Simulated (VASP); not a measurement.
Wanted: the native input for a VASP 6.6.1 run.

* Task: relaxation of cell and atoms
* Functional: PBEsol
* Potentials or basis: VASP PAW PBE potentials, release 64 (Cs_sv)
* Cutoff: 600 eV
* k mesh: 6 × 6 × 6
* Occupations: fermi-dirac, width 0.05 eV
* Spin: no spin polarisation
* Target pressure: 20 GPa
* Dipole correction: no
* Further INCAR settings: ALGO = Fast; EDIFF = 1e-07; IBRION = 2; EDIFFG = -0.01; NSW = 60; ISIF = 3

The structure of Cs lies in POSCAR:

```
Cs
1.0
   -3.1284650614      3.1284650614      3.1284650614
    3.1284650614     -3.1284650614      3.1284650614
    3.1284650614      3.1284650614     -3.1284650614
Cs
1
Direct
    0.0000000000      0.0000000000      0.0000000000
```

These files were run (other wordings do the same):

INCAR

```
  PREC = Accurate
  ENCUT = 600
  EDIFF = 1E-7
  ISMEAR = -1
  SIGMA = 0.05
  LREAL = False
  LASPH = True
  NELM = 100
  ALGO = Fast
  ISIF = 3
  LWAVE = False
  LCHARG = False
  GGA = PS
  IBRION = 2
  NSW = 60
  EDIFFG = -0.01
  PSTRESS = 200.0
```

KPOINTS

```
Automatic mesh
0
Gamma
  6 6 6
```

Potentials or basis: VASP PAW PBE potentials, release 64 (Cs_sv).

Run with:

```sh
$ cat potpaw_PBE.64/Cs_sv/POTCAR > POTCAR
$ mpirun -np 1 vasp_std > vasp.out
```

Results of the run:

```
Relaxed volume                                             : 27.91 Å³/atom
Relaxed cell                                               : a = 3.310 Å, b = 3.310 Å, c = 3.310 Å, α = 109.47°, β = 109.47°, γ = 109.47°
Space group after relaxing (to 0.1 Å)                      : Im-3m (No. 229)
Energy change on relaxing (the run minimises the enthalpy) : +1590.3 meV/atom
Ionic steps                                                : 8
Pressure after relaxing                                    : 20.0 GPa
Band gap on the k mesh                                     : zero (an odd number of electrons rules out a gap without spin polarisation)
```

Caveat: the cell is relaxed towards a set pressure, so the run minimises the enthalpy, not the energy; the volume moved by over 15 % at a fixed basis, so the end points are rough; the PAW data sets were made with another functional, which shifts forces and pressure a little; spin-orbit coupling is left out, which moves the levels of the heavy elements.

Run time: 5 min on 1 thread of Intel(R) Xeon(R) Platinum 8559C (Emerald Rapids) (shared host), peak memory 0.94 GiB.
